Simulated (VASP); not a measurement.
## In: single point with r2SCAN

In:

```
In
1.0
     3.43367    0.00000    0.00000
    -1.71684    2.97365    0.00000
     0.00000    0.00000   11.12316
In
4
Cartesian
  3.4337 0.0000 11.1232
  3.4337 0.0000 5.5616
  0.0000 1.9824 2.7808
  1.7168 0.9912 8.3424
```

This isn't the form of In at room conditions, which is tetragonal.

```yaml
Program: VASP 6.6.1
Task: single point
Functional: r2SCAN
Potentials_or_basis: VASP PAW PBE potentials, release 64 (In_d)
Cutoff: 520 eV
k_mesh: 12 × 12 × 4
Occupations: fermi-dirac, width 0.1 eV
Spin: no spin polarisation
Dipole_correction: no
Further_INCAR_settings: ALGO = Normal; EDIFF = 1e-07; NBANDS = 34
```

```json
{
 "Pressure": "-2.6 GPa",
 "Band gap on the k mesh": "zero (bands 26 and 27 overlap by 4.78 eV)"
}
```

Levels at points of the mesh, in eV from the Fermi level:
| k point | band 23 | band 24 | band 25 | band 26 | band 27 | band 28 | band 29 | band 30 |
| --- | --- | --- | --- | --- | --- | --- | --- | --- |
| (0.00, 0.00, 0.00) | -8.06 | -4.33 | -3.18 | 3.23 | 3.25 | 8.16 | 8.16 | 9.01 |
| (0.50, 0.00, 0.00) | -3.64 | -3.04 | -2.93 | -2.68 | 0.24 | 0.41 | 1.45 | 2.39 |
| (0.00, 0.00, 0.50) | -6.31 | -6.31 | -0.52 | -0.52 | 7.48 | 7.48 | 8.42 | 8.42 |
| (0.50, 0.00, 0.50) | -3.87 | -3.87 | -1.58 | -1.58 | -1.16 | -1.16 | 3.52 | 3.52 |

Run time: 12 min on 1 thread of AMD EPYC 9R45 96-Core Processor (Zen 5), on a shared host, peak memory 0.32 GiB.

Caveat: the PAW data sets were made with another functional, which shifts forces and pressure a little; spin-orbit coupling is left out, which moves the levels of the heavy elements.
